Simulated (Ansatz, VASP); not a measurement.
Cr: VASP beside Ansatz

The input INCAR:

```
SYSTEM = Cr
ALGO = Normal
EDIFF = 1E-6
ENCUT = 500
GGA = PE
GGA_COMPAT = .False.
ISIF = 2
ISMEAR = 0
LASPH = .True.
LCHARG = .True.
LELF = .True.
LREAL = .False.
LVHAR = .True.
LWAVE = .False.
NBANDS = 12
NELM = 120
PREC = Accurate
SIGMA = 0.2
```

Contents of KPOINTS:

```
k-points
0
Gamma
  15 15 15
  0 0 0
```

The input POSCAR:

```
Cr
1.0
   -1.4243177237      1.4243177237      1.4243177237
    1.4243177237     -1.4243177237      1.4243177237
    1.4243177237      1.4243177237     -1.4243177237
Cr
1
Direct
    0.0000000000      0.0000000000      0.0000000000
```

Input for Ansatz:

```yaml
crystal:
  lattice:
    - [-1.4243177237, 1.4243177237, 1.4243177237]
    - [1.4243177237, -1.4243177237, 1.4243177237]
    - [1.4243177237, 1.4243177237, -1.4243177237]
  atoms:
    - { symbol: Cr, position: [0.0, 0.0, 0.0] }
hamiltonian:
  xc: pbe
  pseudopotentials:
    kind: paw
    azcp:
      Cr: "pseudopotentials/Cr.paw.azcp"
basis:
  ecutwfc: 420
  fft_grid_basis: typed
kpoints:
  mp_grid: { grid: [15, 15, 15], shift: [0, 0, 0] }
magnetization:
  spin_polarized: false
scf:
  occupations: { method: gaussian, width: 0.2 }
  lower_state_search: "off"
output:
  stress: true
```

Alike in both runs: task single point; functional PBE; k mesh 15 × 15 × 15; occupations gaussian, width 0.2 eV; no spin polarisation.

```csv
,VASP,Ansatz
version,VASP 6.6.1,Ansatz 0.2.0
potentials or method,"VASP PAW PBE potentials, release 64 (Cr_pv), cutoff 500 eV","plane waves (420 eV) with PAW, scalar-relativistic"
valence electrons in the cell,12,14
```

Ansatz gave:

| Item | Value |
| --- | --- |
| pressure (GPa) | -0.1 |

**Question.** What did VASP give for the same quantities?

**Answer.** Pressure (GPa): -0.7.

With one functional, cell and mesh, what is left measures potentials, basis and numerics. VASP's potentials hold 12 valence electrons a cell and Ansatz's 14, so a difference there can come from the potentials and not from the codes.
